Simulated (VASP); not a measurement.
MnO: single point with PBE

The system is MnO.

```
CELL_PARAMETERS angstrom
0.00000 2.19955 2.19955
2.19955 0.00000 2.19955
2.19955 2.19955 0.00000
ATOMIC_POSITIONS crystal
Mn 0.00000 0.00000 0.00000
O 0.50000 0.50000 0.50000
```

This cell differs from its parent crystal: volume scaled by 0.97.

```json
{
  "Program": "VASP 6.6.1",
  "Task": "single point",
  "Functional": "PBE",
  "Potentials or basis": "VASP PAW PBE potentials, release 64 (Mn_pv, O)",
  "Cutoff": "520 eV",
  "k mesh": "14 × 14 × 14",
  "Occupations": "fermi-dirac, width 0.05 eV",
  "Spin": "collinear spin, ferromagnetic start",
  "Starting moments": "[4.0, 0.0] μB"
}
```

```
Pressure                                              : 3.5 GPa
Net moment                                            : 4.68 μB per cell
Site moments                                          : Mn +4.26; O +0.20 μB
Valence electrons inside the program's atomic spheres : Mn 11.39; O 4.99
```

Levels at points of the mesh, in eV from the Fermi level:
Spin up:
| k point | band 10 | band 11 | band 12 | band 13 | band 14 | band 15 |
| --- | --- | --- | --- | --- | --- | --- |
| (0.00, 0.00, 0.00) | -3.28 | -2.73 | -2.73 | -0.41 | 14.03 | 16.57 |
| (0.50, 0.00, 0.00) | -1.88 | 0.26 | 0.26 | 3.52 | 7.97 | 12.07 |
| (0.50, 0.50, 0.00) | -2.04 | -2.04 | -1.88 | 5.22 | 7.95 | 10.56 |
Spin down:
| k point | band 5 | band 6 | band 7 | band 8 | band 9 | band 10 |
| --- | --- | --- | --- | --- | --- | --- |
| (0.00, 0.00, 0.00) | -3.56 | -3.56 | -3.56 | 0.60 | 0.60 | 0.60 |
| (0.50, 0.00, 0.00) | -7.69 | -5.12 | -5.12 | 1.85 | 1.89 | 1.89 |
| (0.50, 0.50, 0.00) | -6.70 | -4.56 | -4.56 | -1.05 | 1.88 | 2.14 |

Wall time 27 s on 1 thread of Intel(R) Xeon(R) 6975P-C (Granite Rapids), on a shared host, peak memory 0.19 GiB.

Caveat: a cell with one magnetic atom can't hold antiferromagnetic order, which such compounds often take; semilocal functionals often make such compounds metallic where correlation or magnetic order opens a gap, which also shifts bond lengths.
